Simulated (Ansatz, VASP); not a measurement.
## Two plane-wave programs on ZrNb3N

```
CELL_PARAMETERS angstrom
3.02580 0.00000 0.00000
0.00000 3.13282 0.00000
0.00000 0.00000 8.78364
ATOMIC_POSITIONS crystal
Zr 0.00000 0.00000 0.50000
Nb 0.50000 0.50000 0.75529
Nb 0.50000 0.50000 0.24471
Nb 0.00000 0.00000 0.00000
N 0.50000 0.50000 0.00000
```

Change from the starting cell: the structure that the rattled cell fell into.

Alike in both runs: functional PBE; k mesh 12 × 12 × 4; occupations gaussian, width 0.1 eV; no spin polarisation.

Ansatz relaxed the structure, and its values are those at the end. VASP's run is a single point on that final structure, the one shown.

```csv
,VASP,Ansatz
version,VASP 6.6.1,Ansatz 0.2.0
potentials or method,"VASP PAW PBE potentials, release 64 (Zr_sv, Nb_sv, N), cutoff 520 eV","scalar-relativistic, plane waves, PAW"
valence electrons in the cell,56,56
```

Ansatz gave:

```
gap on the k mesh at the Fermi level (eV) : none
pressure (GPa)                            : 0.0
rms of the force components (eV/Å)        : 0.001
```

**Question.** What did VASP give for the same quantities?

**Answer.** gap on the k mesh at the Fermi level (eV): none; pressure (GPa): -0.3; rms of the force components (eV/Å): 0.004.

A gap of «none» marks a metal or a gap that the smearing closes. With one functional, cell and mesh, what is left measures potentials, basis and numerics.
